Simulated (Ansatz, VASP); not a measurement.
# Two plane-wave programs on SnO2

```
CELL_PARAMETERS angstrom
4.72072 0.00000 0.00000
0.00000 4.72072 0.00000
0.00000 0.00000 3.18876
ATOMIC_POSITIONS crystal
Sn 0.00000 0.00000 0.94731
Sn 0.50000 0.50000 0.55269
O 0.28819 0.32402 0.03065
O 0.21181 0.82402 0.46935
O 0.71181 0.67598 0.03065
O 0.78819 0.17598 0.46935
```

Change from the starting cell: mode 4 frozen in at -0.120 Å and mode 5 at -0.168 Å (largest displacements).

Alike in both runs: task single point; functional LDA; k mesh 6 × 6 × 8; occupations gaussian, width 0.05 eV; no spin polarisation.

```csv
,VASP,Ansatz
version,VASP 6.6.1,Ansatz 0.2.0
potentials or method,"VASP PAW LDA potentials, release 64 (Sn_d, O), cutoff 520 eV","scalar-relativistic, plane waves, PAW"
valence electrons in the cell,52,52
```

|  | VASP | Ansatz | Ansatz less VASP |
| --- | --- | --- | --- |
| gap on the k mesh at the Fermi level (eV) | 1.15 | 1.13 | -0.020 |
| least direct gap on the mesh (eV) | 1.15 | 1.13 | -0.020 |
| pressure (GPa) | 0.9 | -0.5 | -1.35 |
| traceless stress, the component that is largest in VASP (GPa) | 0.59 | 0.82 | +0.236 |
| rms of the force components (eV/Å) | 0.566 | 0.543 | -0.0232 |

Ansatz warns that its potentials were made for another functional, while VASP's fit it. LDA's correlation is that of Perdew and Zunger in VASP and of Perdew and Wang (1992) in Ansatz. Atom by atom the forces differ by 0.035 eV/Å (rms over components).
